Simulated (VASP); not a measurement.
# BaTiO3 (Pm-3m) in VASP: a series of runs

The runs below take BaTiO3 through single point, with PBE.

All numbers are computed with VASP 6.6.1; they aren't measurements. Logs are shortened: lines on timing, memory, paths and dates and some standing lists are left out, and cuts for length are marked.

### 1 The cell of the first run

It takes space group Pm-3m (No. 221, cubic). Conventional cell: a = 4.019 Å, b = 4.019 Å, c = 4.019 Å, α = 90.00°, β = 90.00°, γ = 90.00°. Ba (site symmetry m-3m) has 12 O at 2.84 Å and 8 Ti at 3.48 Å within 3.7 Å. Within 2.7 Å of Ti (site symmetry m-3m) lie 6 O at 2.01 Å. Within 2.7 Å of O (site symmetry 4/mmm) lie 2 Ti at 2.01 Å.

### 2 Single point, PBE

The input, INCAR:

```
  PREC = Accurate
  ENCUT = 520
  EDIFF = 1E-6
  ISMEAR = 0
  SIGMA = 0.02
  LREAL = False
  LASPH = True
  NELM = 60
  ALGO = Normal
  ISIF = 2
  LWAVE = False
  LCHARG = True
  GGA = PE
  LELF = True
  LVHAR = True
  NBANDS = 28
```

The input, KPOINTS:

```
regular mesh
0
Gamma
  8 8 8
```

The input, POSCAR:

```
BaTiO3
1.0
    4.0192318612      0.0000000000      0.0000000000
    0.0000000000      4.0192318612      0.0000000000
    0.0000000000      0.0000000000      4.0192813204
Ba Ti O
1 1 3
Direct
    0.0000000000      0.0000000000      0.0000000000
    0.5000000000      0.5000000000      0.5000000000
    0.5000000000      0.5000000000      0.0000000000
    0.5000000000      0.0000000000      0.5000000000
    0.0000000000      0.5000000000      0.5000000000
```

Potentials or basis: VASP PAW PBE potentials, release 64 (Ba_sv, Ti_sv, O).

Launch:

```console
> cat potpaw_PBE.64/Ba_sv/POTCAR potpaw_PBE.64/Ti_sv/POTCAR potpaw_PBE.64/O/POTCAR > POTCAR
> mpirun -np 1 vasp_std > vasp.out
```

OUTCAR:

```text
PREC = Accurate
   ENCUT = 520
   EDIFF = 1E-6
   ISMEAR = 0
   LREAL = False
   LASPH = True
   NELM = 60
   ISIF = 2
   GGA = PE

 ion  position               nearest neighbor table
   1  0.000  0.000  0.000-   3 2.84   3 2.84   3 2.84   3 2.84   5 2.84   4 2.84   5 2.84   5 2.84
                             5 2.84   4 2.84   4 2.84   4 2.84   2 3.48   2 3.48   2 3.48   2 3.48
   2  0.500  0.500  0.500-   4 2.01   5 2.01   4 2.01   5 2.01   3 2.01   3 2.01   1 3.48   1 3.48
                             1 3.48   1 3.48   1 3.48   1 3.48   1 3.48   1 3.48
   3  0.500  0.500  0.000-   2 2.01   2 2.01   1 2.84   1 2.84   1 2.84   1 2.84
   4  0.500  0.000  0.500-   2 2.01   2 2.01   1 2.84   1 2.84   1 2.84   1 2.84
   5  0.000  0.500  0.500-   2 2.01   2 2.01   1 2.84   1 2.84   1 2.84   1 2.84

  LATTYP: Found a simple tetragonal cell.
 ALAT       =     4.0192318612
 C/A-ratio  =     1.0000123056

  Lattice vectors:

 A1 = (   4.0192318612,   0.0000000000,   0.0000000000)
 A2 = (   0.0000000000,   4.0192318612,   0.0000000000)
 A3 = (   0.0000000000,   0.0000000000,   4.0192813204)

Analysis of symmetry for initial positions (statically):
=====================================================================
 Subroutine PRICEL returns:
 Original cell was already a primitive cell.

 Routine SETGRP: Setting up the symmetry group for a
 simple tetragonal supercell.

 Subroutine GETGRP returns: Found 16 space group operations
 (whereof 16 operations were pure point group operations)
 out of a pool of 16 trial point group operations.

The static configuration has the point symmetry D_4h.

Analysis of symmetry for dynamics (positions and initial velocities):
=====================================================================
 Subroutine PRICEL returns:
 Original cell was already a primitive cell.

 Routine SETGRP: Setting up the symmetry group for a
 simple tetragonal supercell.

 Subroutine GETGRP returns: Found 16 space group operations
 (whereof 16 operations were pure point group operations)
 out of a pool of 16 trial point group operations.

The dynamic configuration has the point symmetry D_4h.

 Subroutine INISYM returns: Found 16 space group operations
 (whereof 16 operations are pure point group operations),
 and found     1 'primitive' translations

----------------------------------------------------------------------------------------

                                     Primitive cell

  volume of cell :      64.9284

  direct lattice vectors                    reciprocal lattice vectors
     4.019231861  0.000000000  0.000000000     0.248803760  0.000000000  0.000000000
     0.000000000  4.019231861  0.000000000     0.000000000  0.248803760  0.000000000
     0.000000000  0.000000000  4.019281320     0.000000000  0.000000000  0.248800699

  length of vectors
     4.019231861  4.019231861  4.019281320     0.248803760  0.248803760  0.248800699

  position of ions in fractional coordinates (direct lattice)
     0.000000000  0.000000000  0.000000000
     0.500000000  0.500000000  0.500000000
     0.500000000  0.500000000  0.000000000
     0.500000000  0.000000000  0.500000000
     0.000000000  0.500000000  0.500000000

  ion indices of the primitive-cell ions
   primitive index   ion index
                 1           1
                 2           2
                 3           3
                 4           4
                 5           5

----------------------------------------------------------------------------------------

 KPOINTS: regular mesh

Automatic generation of k-mesh.
 Grid dimensions read from file:
 generate k-points for:    8    8    8

 Generating k-lattice:

  Cartesian coordinates                     Fractional coordinates (reciprocal lattice)
     0.031100470  0.000000000  0.000000000     0.125000000  0.000000000  0.000000000
     0.000000000  0.031100470  0.000000000     0.000000000  0.125000000  0.000000000
     0.000000000  0.000000000  0.031100087     0.000000000  0.000000000  0.125000000

  Length of vectors
     0.031100470  0.031100470  0.031100087

  Shift w.r.t. Gamma in fractional coordinates (k-lattice)
     0.000000000  0.000000000  0.000000000

 Subroutine IBZKPT returns following result:
 ===========================================

 Found     75 irreducible k-points:

 Following reciprocal coordinates:
            Coordinates               Weight
  0.000000  0.000000  0.000000      1.000000
  0.125000  0.000000  0.000000      4.000000
  0.250000  0.000000  0.000000      4.000000
  0.375000  0.000000  0.000000      4.000000
  0.500000  0.000000  0.000000      2.000000
  0.125000  0.125000  0.000000      4.000000
[... 16 lines left out ...]
  0.375000  0.125000  0.125000     16.000000
  0.500000  0.125000  0.125000      8.000000
 [... further k-points ...]
   k-points           NKPTS =     75   k-points in BZ     NKDIM =     75   number of bands    NBANDS=     28
   number of dos      NEDOS =    301   number of ions     NIONS =      5
   total plane-waves  NPLWV =  27000
   dimension x,y,z NGX =    30 NGY =   30 NGZ =   30
   dimension x,y,z NGXF=    60 NGYF=   60 NGZF=   60
   ions per type =               1   1   3
   NGX,Y,Z   is equivalent  to a cutoff of  12.41, 12.41, 12.41 a.u.
   NGXF,Y,Z  is equivalent  to a cutoff of  24.82, 24.82, 24.82 a.u.
 SYSTEM =  unknown system
   PREC   = accura    normal or accurate (medium, high low for compatibility)
   ISTART =      0    job   : 0-new  1-cont  2-samecut
   ICHARG =      2    charge: 1-file 2-atom 10-const
   ISPIN  =      1    spin polarized calculation?
   LNONCOLLINEAR =      F non collinear calculations
   LSORBIT =      F    spin-orbit coupling
   LASPH  =      T    aspherical Exc in radial PAW
   ENCUT  =  520.0 eV  38.22 Ry    6.18 a.u.   7.47  7.47  7.47*2*pi/ulx,y,z
   NELM   =     60;   NELMIN=  2; NELMDL= -5     # of ELM steps
   EDIFF  = 0.1E-05   stopping-criterion for ELM
   LREAL  =      F    real-space projection
   EDIFFG = 0.1E-04   stopping-criterion for IOM
   NSW    =      0    number of steps for IOM
   IBRION =     -1    ionic relax: 0-MD 1-quasi-New 2-CG
   NFREE  =      0    steps in history (QN), initial steepest desc. (CG)
   ISIF   =      2    stress and relaxation
   ISYM   =      2    0-nonsym 1-usesym 2-fastsym
   POTIM  = 0.5000    time-step for ionic-motion
   TEBEG  =    0.0;   TEEND  =   0.0 temperature during run
   PSTRESS=    0.0 pullay stress
   NELECT =      40.0000    total number of electrons
   NUPDOWN=      -1.0000    fix difference up-down
   EMIN   =  10.00;   EMAX   =-10.00  energy-range for DOS
   EFERMI =   0.00;   METHOD = LEGACY
   ISMEAR =     0;   SIGMA  =   0.02  broadening in eV -4-tet -1-fermi 0-gaus
   EFERMI_NEDOS =   21; number of points for ismear=-14 and -15
   IALGO  =     38    algorithm
   IMIX   =      4    mixing-type and parameters
     AMIX     =   0.40;   BMIX     =  1.00
     AMIX_MAG =   1.60;   BMIX_MAG =  1.00
  volume/ion in A,a.u.               =      12.99        87.63
  Fermi-wavevector in a.u.,A,eV,Ry     =   1.392996  2.632381 26.401274  1.940439
  Thomas-Fermi vector in A             =   2.516685
   LORBIT       =      0    0 simple, 1 ext, 2 COOP (PROOUT), +10 PAW based schemes
   GGA     = PE    functional components
   LHFCALC =     F    Hartree Fock is set to
   AEXX    =    0.0000 exact exchange contribution
   IVDW    =     0    specifies the selected vdW correction
   LEPSILON=     F    determine dielectric tensor
   LRPA    =     F    only Hartree local field effects (RPA)
 non-spin polarized calculation
 Gauss-broadening in eV      SIGMA  =   0.02
  energy-cutoff  :      520.00
  volume of cell :       64.93
 maximum number of plane-waves:      1775
 NGX is ok and might be reduce to    30
   NGX = 15   NGY = 15   NGZ = 15

 number of electron      39.9999976 magnetization

 Free energy of the ion-electron system (eV)
  ---------------------------------------------------
  ext. energy  EPLUGINS =         0.00000000
  ---------------------------------------------------
  free energy    TOTEN  =       -39.98177411 eV

  energy without entropy =      -39.98177411  energy(sigma->0) =      -39.98177411

 E-fermi :   3.9827     XC(G=0): -11.1943

 val. band max:        3.7379737041   @ k =   0.5000   0.5000   0.5000
 cond. band min:       5.4576903431   @ k =   0.0000   0.0000   0.0000
 fundamental gap:      1.7197166390
 Fermi energy:         3.9826724506

 k-point     1 :       0.0000    0.0000    0.0000
  band No.  band energies     occupation
      1     -52.9525      2.00000
      2     -29.1567      2.00000
      3     -29.1567      2.00000
      4     -29.1567      2.00000
      5     -21.1056      2.00000
      6     -13.1262      2.00000
[... 20 lines left out ...]
     27       8.7742      0.00000
     28      10.9839      0.00000

 k-point     2 :       0.1250    0.0000    0.0000
  band No.  band energies     occupation
      1     -52.9523      2.00000
      2     -29.1640      2.00000
      3     -29.1565      2.00000
      4     -29.1565      2.00000
      5     -21.0896      2.00000
      6     -13.1322      2.00000
[... 20 lines left out ...]
     27       9.0775      0.00000
     28      11.3565      0.00000

 k-point     3 :       0.2500    0.0000    0.0000
  band No.  band energies     occupation
      1     -52.9520      2.00000
      2     -29.1813      2.00000
      3     -29.1558      2.00000
      4     -29.1558      2.00000
      5     -21.0505      2.00000
      6     -13.1891      2.00000
[... 20 lines left out ...]
     27       9.8754      0.00000
     28      12.0479      0.00000

 k-point     4 :       0.3750    0.0000    0.0000
  band No.  band energies     occupation
      1     -52.9517      2.00000
      2     -29.1986      2.00000
      3     -29.1552      2.00000
      4     -29.1552      2.00000
      5     -21.0107      2.00000
      6     -13.2859      2.00000
[... 578 lines left out ...]
     27      10.3452      0.00000
     28      11.9821      0.00000

 k-point    23 :       0.3750    0.1250    0.1250
  band No.  band energies     occupation
      1     -52.9514      2.00000
      2     -29.1978      2.00000
      3     -29.1620      2.00000
      4     -29.1619      2.00000
      5     -20.9884      2.00000
      6     -13.1591      2.00000
[... 20 lines left out ...]
     27      11.2271      0.00000
     28      12.3380      0.00000

 k-point    24 :       0.5000    0.1250    0.1250
  band No.  band energies     occupation
      1     -52.9513      2.00000
      2     -29.2048      2.00000
      3     -29.1618      2.00000
      4     -29.1616      2.00000
      5     -20.9733      2.00000
      6     -13.1905      2.00000
[... 20 lines left out ...]
     27      11.5946      0.00000
     28      12.4644      0.00000

 [... further k-points ...]

------------------------ aborting loop because EDIFF is reached ----------------------------------------

  FORCE on cell =-STRESS in cart. coord.  units (eV):
  Direction    XX          YY          ZZ          XY          YZ          ZX
  --------------------------------------------------------------------------------------
  -------------------------------------------------------------------------------------
  Total        0.6923505      0.6923505      0.6910896      0.0000000      0.0000000      0.0000000
  in kB       17.0844927     17.0844927     17.0533788      0.0000000      0.0000000      0.0000000
  external PRESSURE =      17.0741214 kB  Pullay stress =       0.0000000 kB

 VOLUME and BASIS-vectors are now :
 -----------------------------------------------------------------------------
  energy-cutoff  :      520.00
  volume of cell :       64.93
      direct lattice vectors                 reciprocal lattice vectors
     4.019231861  0.000000000  0.000000000     0.248803760  0.000000000  0.000000000
     0.000000000  4.019231861  0.000000000     0.000000000  0.248803760  0.000000000
     0.000000000  0.000000000  4.019281320     0.000000000  0.000000000  0.248800699

 POSITION                                       TOTAL-FORCE (eV/Angst)
 -----------------------------------------------------------------------------------
      0.00000      0.00000      0.00000         0.000000      0.000000      0.000000
      2.00962      2.00962      2.00964         0.000000      0.000000      0.000000
      2.00962      2.00962      0.00000         0.000000      0.000000      0.000000
      2.00962      0.00000      2.00964         0.000000      0.000000      0.000000
      0.00000      2.00962      2.00964         0.000000      0.000000      0.000000
 -----------------------------------------------------------------------------------
    total drift:                                0.000000      0.000000     -0.000000

  FREE ENERGIE OF THE ION-ELECTRON SYSTEM (eV)
  ---------------------------------------------------
  free  energy   TOTEN  =       -39.9817741138 eV

  energy  without entropy=      -39.9817741138  energy(sigma->0) =      -39.98177411
```

Wall time 92 s (1 thread of AMD EPYC 7R43 (Zen 3), shared host); peak memory 0.23 GiB.

What came out:

```
Free energy            : -39.9818 eV
Pressure               : 1.7 GPa
Band gap on the k mesh : 1.72 eV, indirect (least direct gap 1.88 eV)
```

Caveat: spin-orbit coupling is left out, which moves the levels of the heavy elements.

### 3 Single point, PBE

The input, INCAR:

```
SYSTEM = BaTiO3
  ALGO = Normal
  EDIFF = 1E-7
  ENCUT = 520
  GGA = PE
  ISIF = 2
  ISMEAR = 0
  LASPH = .True.
  LCHARG = .False.
  LREAL = .False.
  LWAVE = .False.
  NBANDS = 28
  NELM = 80
  PREC = Accurate
  SIGMA = 0.05
```

The input, KPOINTS:

```
k-points
0
Gamma
  6 6 6
  0 0 0
```

POSCAR, as its differences from that of step 2:

```diff
@@ -2,4 +2,4 @@
 1.0
-    4.0192318612      0.0000000000      0.0000000000
-    0.0000000000      4.0192318612      0.0000000000
+    4.0192318615      0.0000000000      0.0000000000
+    0.0000000000      4.0192318615      0.0000000000
     0.0000000000      0.0000000000      4.0192813204
```

Potentials or basis: VASP PAW PBE potentials, release 64 (Ba_sv, Ti_sv, O).

Launch:

```console
> cat potpaw_PBE.64/Ba_sv/POTCAR potpaw_PBE.64/Ti_sv/POTCAR potpaw_PBE.64/O/POTCAR > POTCAR
> mpirun -np 1 vasp_std > vasp.out
```

OUTCAR:

```text
SYSTEM = BaTiO3
   EDIFF = 1E-7
   ENCUT = 520
   GGA = PE
   ISIF = 2
   ISMEAR = 0
   LASPH = .True.
   LREAL = .False.
   NELM = 80
   PREC = Accurate

 ion  position               nearest neighbor table
   1  0.000  0.000  0.000-   3 2.84   3 2.84   3 2.84   3 2.84   5 2.84   4 2.84   5 2.84   5 2.84
                             5 2.84   4 2.84   4 2.84   4 2.84   2 3.48   2 3.48   2 3.48   2 3.48
   2  0.500  0.500  0.500-   4 2.01   5 2.01   4 2.01   5 2.01   3 2.01   3 2.01   1 3.48   1 3.48
[... 954 lines left out ...]
  -------------------------------------------------------------------------------------
  Total        0.7007193      0.7007193      0.6997345      0.0000000     -0.0000000      0.0000000
  in kB       17.2910012     17.2910012     17.2667006      0.0000000     -0.0000000      0.0000000
  external PRESSURE =      17.2829010 kB  Pullay stress =       0.0000000 kB

 VOLUME and BASIS-vectors are now :
 -----------------------------------------------------------------------------
  energy-cutoff  :      520.00
  volume of cell :       64.93
      direct lattice vectors                 reciprocal lattice vectors
     4.019231861  0.000000000  0.000000000     0.248803760  0.000000000  0.000000000
     0.000000000  4.019231861  0.000000000     0.000000000  0.248803760  0.000000000
     0.000000000  0.000000000  4.019281320     0.000000000  0.000000000  0.248800699

 POSITION                                       TOTAL-FORCE (eV/Angst)
 -----------------------------------------------------------------------------------
      0.00000      0.00000      0.00000         0.000000      0.000000      0.000000
      2.00962      2.00962      2.00964         0.000000      0.000000      0.000000
      2.00962      2.00962      0.00000         0.000000      0.000000      0.000000
      2.00962      0.00000      2.00964         0.000000      0.000000      0.000000
      0.00000      2.00962      2.00964         0.000000      0.000000      0.000000
 -----------------------------------------------------------------------------------
    total drift:                                0.000000      0.000000     -0.000000

  FREE ENERGIE OF THE ION-ELECTRON SYSTEM (eV)
  ---------------------------------------------------
  free  energy   TOTEN  =       -39.9811632776 eV

  energy  without entropy=      -39.9811632776  energy(sigma->0) =      -39.98116328
```

OSZICAR:

```text
N       E                     dE             d eps       ncg     rms          rms(c)
DAV:   1     0.438709002463E+03    0.43871E+03   -0.20825E+04  2240   0.155E+03
DAV:   2    -0.297947614699E+01   -0.44169E+03   -0.42038E+03  2524   0.428E+02
DAV:   3    -0.487782991431E+02   -0.45799E+02   -0.45348E+02  3088   0.136E+02
DAV:   4    -0.509805921130E+02   -0.22023E+01   -0.21974E+01  3360   0.257E+01
DAV:   5    -0.510483625739E+02   -0.67770E-01   -0.67758E-01  2996   0.333E+00    0.226E+01
DAV:   6    -0.402387669046E+02    0.10810E+02   -0.57331E+01  3092   0.654E+01    0.984E+00
DAV:   7    -0.401492452368E+02    0.89522E-01   -0.99588E+00  2904   0.228E+01    0.646E+00
DAV:   8    -0.399764555748E+02    0.17279E+00   -0.67149E-01  2804   0.688E+00    0.344E+00
DAV:   9    -0.400173833189E+02   -0.40928E-01   -0.38502E-01  3192   0.530E+00    0.173E+00
DAV:  10    -0.399880495271E+02    0.29334E-01   -0.22830E-01  2620   0.483E+00    0.647E-01
DAV:  11    -0.399811454013E+02    0.69041E-02   -0.27203E-02  3100   0.118E+00    0.150E-01
DAV:  12    -0.399813820380E+02   -0.23664E-03   -0.24128E-03  2692   0.435E-01    0.138E-01
DAV:  13    -0.399811652231E+02    0.21681E-03   -0.77853E-04  2560   0.297E-01    0.225E-02
DAV:  14    -0.399811631119E+02    0.21113E-05   -0.30804E-05  2836   0.386E-02    0.127E-02
DAV:  15    -0.399811633225E+02   -0.21065E-06   -0.59517E-06  2656   0.164E-02    0.292E-03
DAV:  16    -0.399811632776E+02    0.44926E-07   -0.77429E-07  2816   0.829E-03
   1 F= -.39981163E+02 E0= -.39981163E+02  d E =-.162006E-13
```

It took 1.7 min on 1 thread of Intel Xeon Platinum 8259CL at 2.50GHz (Skylake/Cascade Lake), shared host; peak memory 0.21 GiB.

Results:

```yaml
Free_energy: -39.9812 eV
Pressure: 1.7 GPa
Band_gap_on_the_k_mesh: 1.72 eV, indirect (least direct gap 1.88 eV)
```

Caveat: spin-orbit coupling is left out, which moves the levels of the heavy elements. Expect the measured gap to be larger: semilocal functionals such as PBE lack the derivative discontinuity.

### 4 Single point, PBE

The input, INCAR:

```
  PREC = Accurate
  ENCUT = 520
  EDIFF = 1E-6
  ISMEAR = 0
  SIGMA = 0.02
  LREAL = False
  LASPH = True
  NELM = 60
  ALGO = Normal
  ISIF = 2
  LWAVE = False
  LCHARG = True
  GGA = PE
  LELF = True
  LVHAR = True
  NBANDS = 28
```

The input, KPOINTS:

```
regular mesh
0
Gamma
  8 8 8
```

POSCAR is that of step 3.

Launch:

```console
> cat potpaw_PBE.64/Ba_sv/POTCAR potpaw_PBE.64/Ti_sv/POTCAR potpaw_PBE.64/O/POTCAR > POTCAR
> mpirun -np 1 vasp_std > vasp.out
```

It took 2.3 min on 1 thread of Intel Xeon Platinum 8259CL at 2.50GHz (Skylake/Cascade Lake), shared host; peak memory 0.26 GiB.

It converged, with:

```yaml
Free_energy: -39.9818 eV
Pressure: 1.7 GPa
Band_gap_on_the_k_mesh: 1.72 eV, indirect (least direct gap 1.88 eV)
```

Levels at points of the mesh, in eV from the valence-band top:
```tsv
k point	band 17	band 18	band 19	band 20	band 21	band 22	band 23	band 24
(0.00, 0.00, 0.00)	-1.07	-0.16	-0.16	-0.16	1.72	1.72	1.72	3.82
(0.50, 0.00, 0.00)	-1.81	-1.81	-0.71	-0.71	1.87	3.42	3.42	3.82
(0.50, 0.50, 0.00)	-1.73	-0.88	-0.88	-0.09	3.43	3.43	3.84	4.65
(0.00, 0.00, 0.50)	-1.81	-1.81	-0.71	-0.71	1.87	3.42	3.42	3.82
(0.50, 0.00, 0.50)	-1.72	-0.88	-0.88	-0.09	3.43	3.43	3.84	4.65
(0.50, 0.50, 0.50)	-2.41	0.00	0.00	0.00	4.08	4.08	4.08	6.67
```

Caveat: spin-orbit coupling is left out, which moves the levels of the heavy elements.
